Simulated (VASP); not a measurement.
# Al2O3 (R-3c) in VASP: a series of runs

Al2O3 is run at these levels: PBE; tasks: single point.

All numbers are computed with VASP 6.6.1; they aren't measurements. Logs are shortened: lines on timing, memory, paths and dates and some standing lists are left out, and cuts for length are marked.

## 1. The cell of the first run

It takes space group R-3c (No. 167, trigonal). The conventional cell has a = 4.760 Å, b = 4.760 Å, c = 13.126 Å, α = 90.00°, β = 90.00°, γ = 120.00°. Within 2.5 Å of Al (site symmetry 3) lie 6 O at 1.86 to 1.98 Å. O (site symmetry 2) has 4 Al at 1.86 to 1.98 Å and 12 O at 2.53 to 2.86 Å within 2.9 Å.

## 2. Single point, PBE (z stretched by +1 %, then relaxed in part)

Contents of INCAR:

```
PREC = Accurate ; ENCUT = 600
EDIFF = 1E-6 ; ISMEAR = -1
SIGMA = 0.02 ; LREAL = F
LASPH = T ; NELM = 120
ALGO = Normal ; ISIF = 2
LWAVE = F ; LCHARG = F
GGA = PE ; NBANDS = 35
GGA_COMPAT = F
```

Contents of KPOINTS:

```
Automatic mesh
0
Gamma
  8 8 8
```

Contents of POSCAR:

```
Al2O3
1.0
    2.3802500000      1.3742379782      4.3751853334
   -2.3802500000      1.3742379782      4.3751853334
    0.0000000000     -2.7484759565      4.3751853334
Al O
4 6
Direct
    0.3517866342      0.3517866342      0.3517866342
    0.1482133658      0.1482133658      0.1482133658
    0.6482133658      0.6482133658      0.6482133658
    0.8517866342      0.8517866342      0.8517866342
    0.5567385031      0.9432614969      0.2500000000
    0.2500000000      0.5567385031      0.9432614969
    0.9432614969      0.2500000000      0.5567385031
    0.4432614969      0.0567385031      0.7500000000
    0.7500000000      0.4432614969      0.0567385031
    0.0567385031      0.7500000000      0.4432614969
```

Potentials or basis: VASP PAW PBE potentials, release 64 (Al, O).

Launch:

```
cat potpaw_PBE.64/Al/POTCAR potpaw_PBE.64/O/POTCAR > POTCAR
mpirun -np 1 vasp_std > vasp.out
```

OUTCAR:

```text
PREC = Accurate
   ENCUT = 600
   EDIFF = 1E-6
   ISMEAR = -1
   LREAL = F
   LASPH = T
   NELM = 120
   ISIF = 2
   GGA = PE

 ion  position               nearest neighbor table
   1  0.352  0.352  0.352-   9 1.86  10 1.86   8 1.86   7 1.98   5 1.98   6 1.98   2 2.67   3 2.79
                             3 2.79   3 2.79   2 3.23   2 3.23   2 3.23
   2  0.148  0.148  0.148-  10 1.86   9 1.86   8 1.86   6 1.98   5 1.98   7 1.98   1 2.67   4 2.79
                             4 2.79   4 2.79   1 3.23   1 3.23   1 3.23
   3  0.648  0.648  0.648-   6 1.86   7 1.86   5 1.86  10 1.98   8 1.98   9 1.98   4 2.67   1 2.79
                             1 2.79   1 2.79   4 3.23   4 3.23   4 3.23
   4  0.852  0.852  0.852-   7 1.86   6 1.86   5 1.86   9 1.98   8 1.98  10 1.98   3 2.67   2 2.79
                             2 2.79   2 2.79   3 3.23   3 3.23   3 3.23
   5  0.557  0.943  0.250-   3 1.86   4 1.86   1 1.98   2 1.98
   6  0.250  0.557  0.943-   3 1.86   4 1.86   2 1.98   1 1.98
   7  0.943  0.250  0.557-   4 1.86   3 1.86   1 1.98   2 1.98
   8  0.443  0.057  0.750-   1 1.86   2 1.86   3 1.98   4 1.98
   9  0.750  0.443  0.057-   1 1.86   2 1.86   4 1.98   3 1.98
  10  0.057  0.750  0.443-   2 1.86   1 1.86   3 1.98   4 1.98

  LATTYP: Found a trigonal (rhomboedric) cell.
 ALAT       =     5.1668526963
 COS(alpha) =     0.5755534745

  Lattice vectors:

 A1 = (   2.3802500000,   1.3742379782,   4.3751853334)
 A2 = (  -2.3802500000,   1.3742379782,   4.3751853334)
 A3 = (   0.0000000000,  -2.7484759565,   4.3751853334)

Analysis of symmetry for initial positions (statically):
=====================================================================
 Subroutine PRICEL returns:
 Original cell was already a primitive cell.

 Routine SETGRP: Setting up the symmetry group for a
 trigonal (rhombohedral) supercell.

 Subroutine GETGRP returns: Found 12 space group operations
 (whereof  6 operations were pure point group operations)
 out of a pool of 12 trial point group operations.

The static configuration has the point symmetry S_6 .
 The point group associated with its full space group is D_3d.

Analysis of symmetry for dynamics (positions and initial velocities):
=====================================================================
 Subroutine PRICEL returns:
 Original cell was already a primitive cell.

 Routine SETGRP: Setting up the symmetry group for a
 trigonal (rhombohedral) supercell.

 Subroutine GETGRP returns: Found 12 space group operations
 (whereof  6 operations were pure point group operations)
 out of a pool of 12 trial point group operations.

The dynamic configuration has the point symmetry S_6 .
 The point group associated with its full space group is D_3d.

 Subroutine INISYM returns: Found 12 space group operations
 (whereof  6 operations are pure point group operations),
 and found     1 'primitive' translations

----------------------------------------------------------------------------------------

                                     Primitive cell

  volume of cell :      85.8682

  direct lattice vectors                    reciprocal lattice vectors
     2.380250000  1.374237978  4.375185333     0.210061968  0.121279334  0.076187249
    -2.380250000  1.374237978  4.375185333    -0.210061968  0.121279334  0.076187249
     0.000000000 -2.748475957  4.375185333     0.000000000 -0.242558668  0.076187249

  length of vectors
     5.166852696  5.166852696  5.166852696     0.254242412  0.254242412  0.254242412

  position of ions in fractional coordinates (direct lattice)
     0.351786634  0.351786634  0.351786634
     0.148213366  0.148213366  0.148213366
     0.648213366  0.648213366  0.648213366
     0.851786634  0.851786634  0.851786634
     0.556738503  0.943261497  0.250000000
     0.250000000  0.556738503  0.943261497
     0.943261497  0.250000000  0.556738503
     0.443261497  0.056738503  0.750000000
     0.750000000  0.443261497  0.056738503
     0.056738503  0.750000000  0.443261497

  ion indices of the primitive-cell ions
   primitive index   ion index
                 1           1
                 2           2
                 3           3
                 4           4
                 5           5
                 6           6
                 7           7
                 8           8
                 9           9
                10          10

----------------------------------------------------------------------------------------

 KPOINTS: Automatic mesh

Automatic generation of k-mesh.
 Grid dimensions read from file:
 generate k-points for:    8    8    8

 Generating k-lattice:

  Cartesian coordinates                     Fractional coordinates (reciprocal lattice)
     0.026257746  0.015159917  0.009523406     0.125000000 -0.000000000 -0.000000000
    -0.026257746  0.015159917  0.009523406    -0.000000000  0.125000000 -0.000000000
     0.000000000 -0.030319833  0.009523406    -0.000000000 -0.000000000  0.125000000

  Length of vectors
     0.031780302  0.031780302  0.031780302

  Shift w.r.t. Gamma in fractional coordinates (k-lattice)
     0.000000000  0.000000000  0.000000000

 Subroutine IBZKPT returns following result:
 ===========================================

 Found     65 irreducible k-points:

 Following reciprocal coordinates:
            Coordinates               Weight
  0.000000  0.000000  0.000000      1.000000
  0.125000  0.000000 -0.000000      6.000000
  0.250000  0.000000 -0.000000      6.000000
  0.375000  0.000000  0.000000      6.000000
  0.500000  0.000000 -0.000000      3.000000
  0.125000  0.125000 -0.000000      6.000000
[... 16 lines left out ...]
  0.250000  0.125000  0.125000      6.000000
  0.375000  0.125000  0.125000      6.000000
 [... further k-points ...]
   k-points           NKPTS =     65   k-points in BZ     NKDIM =     65   number of bands    NBANDS=     35
   number of dos      NEDOS =    301   number of ions     NIONS =     10
   total plane-waves  NPLWV =  74088
   dimension x,y,z NGX =    42 NGY =   42 NGZ =   42
   dimension x,y,z NGXF=    84 NGYF=   84 NGZF=   84
   ions per type =               4   6
   NGX,Y,Z   is equivalent  to a cutoff of  13.51, 13.51, 13.51 a.u.
   NGXF,Y,Z  is equivalent  to a cutoff of  27.03, 27.03, 27.03 a.u.
 SYSTEM =  unknown system
   PREC   = accura    normal or accurate (medium, high low for compatibility)
   ISTART =      0    job   : 0-new  1-cont  2-samecut
   ICHARG =      2    charge: 1-file 2-atom 10-const
   ISPIN  =      1    spin polarized calculation?
   LNONCOLLINEAR =      F non collinear calculations
   LSORBIT =      F    spin-orbit coupling
   LASPH  =      T    aspherical Exc in radial PAW
   ENCUT  =  600.0 eV  44.10 Ry    6.64 a.u.  10.32 10.32 10.32*2*pi/ulx,y,z
   NELM   =    120;   NELMIN=  2; NELMDL= -5     # of ELM steps
   EDIFF  = 0.1E-05   stopping-criterion for ELM
   LREAL  =      F    real-space projection
   EDIFFG = 0.1E-04   stopping-criterion for IOM
   NSW    =      0    number of steps for IOM
   IBRION =     -1    ionic relax: 0-MD 1-quasi-New 2-CG
   NFREE  =      0    steps in history (QN), initial steepest desc. (CG)
   ISIF   =      2    stress and relaxation
   ISYM   =      2    0-nonsym 1-usesym 2-fastsym
   POTIM  = 0.5000    time-step for ionic-motion
   TEBEG  =    0.0;   TEEND  =   0.0 temperature during run
   PSTRESS=    0.0 pullay stress
   NELECT =      48.0000    total number of electrons
   NUPDOWN=      -1.0000    fix difference up-down
   EMIN   =  10.00;   EMAX   =-10.00  energy-range for DOS
   EFERMI =   0.00;   METHOD = LEGACY
   ISMEAR =    -1;   SIGMA  =   0.02  broadening in eV -4-tet -1-fermi 0-gaus
   EFERMI_NEDOS =   21; number of points for ismear=-14 and -15
   IALGO  =     38    algorithm
   IMIX   =      4    mixing-type and parameters
     AMIX     =   0.40;   BMIX     =  1.00
     AMIX_MAG =   1.60;   BMIX_MAG =  1.00
  volume/ion in A,a.u.               =       8.59        57.95
  Fermi-wavevector in a.u.,A,eV,Ry     =   1.348583  2.548453 24.744608  1.818677
  Thomas-Fermi vector in A             =   2.476240
   LORBIT       =      0    0 simple, 1 ext, 2 COOP (PROOUT), +10 PAW based schemes
   GGA     = PE    functional components
   LHFCALC =     F    Hartree Fock is set to
   AEXX    =    0.0000 exact exchange contribution
   IVDW    =     0    specifies the selected vdW correction
   LEPSILON=     F    determine dielectric tensor
   LRPA    =     F    only Hartree local field effects (RPA)
 non-spin polarized calculation
  energy-cutoff  :      600.00
  volume of cell :       85.87
 maximum number of plane-waves:      2894
 NGX is ok and might be reduce to    42
   NGX = 21   NGY = 21   NGZ = 21

 number of electron      47.9999999 magnetization

 Free energy of the ion-electron system (eV)
  ---------------------------------------------------
  ext. energy  EPLUGINS =         0.00000000
  ---------------------------------------------------
  free energy    TOTEN  =       -74.79795378 eV

  energy without entropy =      -74.79795378  energy(sigma->0) =      -74.79795378

 E-fermi :   6.4382     XC(G=0): -11.6345

 val. band max:        6.0144086935   @ k =   0.1250   0.1250  -0.0000
 cond. band min:      12.1303903305   @ k =   0.0000   0.0000   0.0000
 fundamental gap:      6.1159816370
 Fermi energy:         6.4381509935

 k-point     1 :       0.0000    0.0000    0.0000
  band No.  band energies     occupation
      1     -13.1485      2.00000
      2     -10.8940      2.00000
      3     -10.5671      2.00000
      4     -10.5671      2.00000
      5     -10.2624      2.00000
      6     -10.2624      2.00000
[... 27 lines left out ...]
     34      19.4863      0.00000
     35      20.5762      0.00000
[... 843 lines left out ...]
      5     -10.5082      2.00000
      6     -10.2321      2.00000
[... 27 lines left out ...]
     34      19.2130      0.00000
     35      19.7821      0.00000

 [... further k-points ...]

------------------------ aborting loop because EDIFF is reached ----------------------------------------

  FORCE on cell =-STRESS in cart. coord.  units (eV):
  Direction    XX          YY          ZZ          XY          YZ          ZX
  --------------------------------------------------------------------------------------
  -------------------------------------------------------------------------------------
  Total        3.1006976      3.1006976      0.8967768     -0.0000000     -0.0000000      0.0000000
  in kB       57.8545827     57.8545827     16.7325736     -0.0000000     -0.0000000      0.0000000
  external PRESSURE =      44.1472463 kB  Pullay stress =       0.0000000 kB

 VOLUME and BASIS-vectors are now :
 -----------------------------------------------------------------------------
  energy-cutoff  :      600.00
  volume of cell :       85.87
      direct lattice vectors                 reciprocal lattice vectors
     2.380250000  1.374237978  4.375185333     0.210061968  0.121279334  0.076187249
    -2.380250000  1.374237978  4.375185333    -0.210061968  0.121279334  0.076187249
     0.000000000 -2.748475957  4.375185333     0.000000000 -0.242558668  0.076187249

 POSITION                                       TOTAL-FORCE (eV/Angst)
 -----------------------------------------------------------------------------------
      0.00000     -0.00000      4.61740        -0.000000      0.000000     -0.006892
      0.00000     -0.00000      1.94538        -0.000000     -0.000000      0.006892
      0.00000     -0.00000      8.50816        -0.000000     -0.000000      0.006892
      0.00000     -0.00000     11.18017        -0.000000      0.000000     -0.006892
     -0.92002      1.37424      7.65657        -0.010710      0.000000      0.000000
     -0.73011     -1.48388      7.65657         0.005355     -0.009275     -0.000000
      1.65014      0.10964      7.65657         0.005355      0.009275     -0.000000
      0.92002     -1.37424      5.46898         0.010710      0.000000      0.000000
      0.73011      1.48388      5.46898        -0.005355      0.009275     -0.000000
     -1.65014     -0.10964      5.46898        -0.005355     -0.009275     -0.000000
 -----------------------------------------------------------------------------------
    total drift:                               -0.000000      0.000000      0.000000

  FREE ENERGIE OF THE ION-ELECTRON SYSTEM (eV)
  ---------------------------------------------------
  free  energy   TOTEN  =       -74.7979537823 eV

  energy  without entropy=      -74.7979537823  energy(sigma->0) =      -74.79795378
```

It took 3.2 min on 1 thread of Oxide Virtual Turin-like, shared host; peak memory 0.32 GiB.

What came out:

- Free energy: -74.7980 eV
- Pressure: 4.4 GPa
- Largest force: 0.011 eV/Å
- Band gap on the k mesh: 6.12 eV

Forces in eV/Å, atoms in the order of the input:
```
Al   0.000  0.000 -0.007
Al   0.000  0.000  0.007
Al   0.000  0.000  0.007
Al   0.000  0.000 -0.007
O   -0.011  0.000  0.000
O    0.005 -0.009  0.000
O    0.005  0.009  0.000
O    0.011  0.000  0.000
O   -0.005  0.009  0.000
O   -0.005 -0.009  0.000
```

Stress tensor (GPa, compression positive):
```
5.79 0.00 0.00
0.00 5.79 0.00
0.00 0.00 1.67
```

Levels at points of the mesh, in eV from the valence-band top:
| k point | band 20 | band 21 | band 22 | band 23 | band 24 | band 25 | band 26 | band 27 | band 28 | band 29 |
| --- | --- | --- | --- | --- | --- | --- | --- | --- | --- | --- |
| (0.00, 0.00, 0.00) | -0.46 | -0.46 | -0.05 | 0.00 | 0.00 | 6.12 | 9.15 | 10.60 | 11.32 | 11.32 |
| (0.50, 0.00, 0.00) | -1.32 | -0.88 | -0.88 | -0.27 | -0.27 | 9.37 | 9.37 | 9.53 | 9.53 | 11.80 |
| (0.50, 0.50, 0.00) | -1.28 | -0.98 | -0.88 | -0.76 | -0.25 | 9.56 | 9.69 | 9.87 | 10.33 | 11.03 |
| (0.50, 0.50, 0.50) | -1.99 | -0.33 | -0.33 | -0.33 | -0.33 | 8.62 | 8.62 | 11.01 | 11.01 | 12.44 |

Caveat: the cell differs from its parent crystal (z stretched by +1 %, then relaxed in part); the cell stands under pressure. A k mesh can miss the band edges.

(Continued in part 2 of 2.)
